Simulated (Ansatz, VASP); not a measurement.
# Ge: VASP beside Ansatz

```
Ge
1.0
     3.99697    0.00000    0.00000
    -1.99848    3.46148    0.00000
     0.00000    0.00000    6.59637
Ge
4
Cartesian
  1.9985 1.1538 0.6775
  0.0000 2.3077 3.4507
  1.9985 1.1538 3.1457
  0.0000 2.3077 5.9189
```

Change from the starting cell: mode 6 (211.4 1/cm) frozen in, largest displacement +0.263 Å.

Alike in both runs: task single point; functional PBEsol; k mesh 12 × 12 × 8; occupations gaussian, width 0.15 eV; no spin polarisation.

|  | VASP | Ansatz |
| --- | --- | --- |
| version | VASP 6.6.1 | Ansatz 0.2.0 |
| potentials or method | VASP PAW PBE potentials, release 64 (Ge_d), cutoff 520 eV | scalar-relativistic, plane waves, PAW |
| valence electrons in the cell | 56 | 56 |

|  | VASP | Ansatz | Ansatz less VASP |
| --- | --- | --- | --- |
| gap on the k mesh at the Fermi level (eV) | none | none | - |
| pressure (GPa) | 1.7 | 1.8 | +0.10 |
| traceless stress, the component that is largest in VASP (GPa) | -3.50 | -3.53 | -0.027 |
| rms of the force components (eV/Å) | 1.157 | 1.155 | -0.0024 |

VASP's potentials were made for PBE, not for PBEsol. Atom by atom the forces differ by 0.002 eV/Å (rms over components). A gap of «none» marks a metal or a gap that the smearing closes.
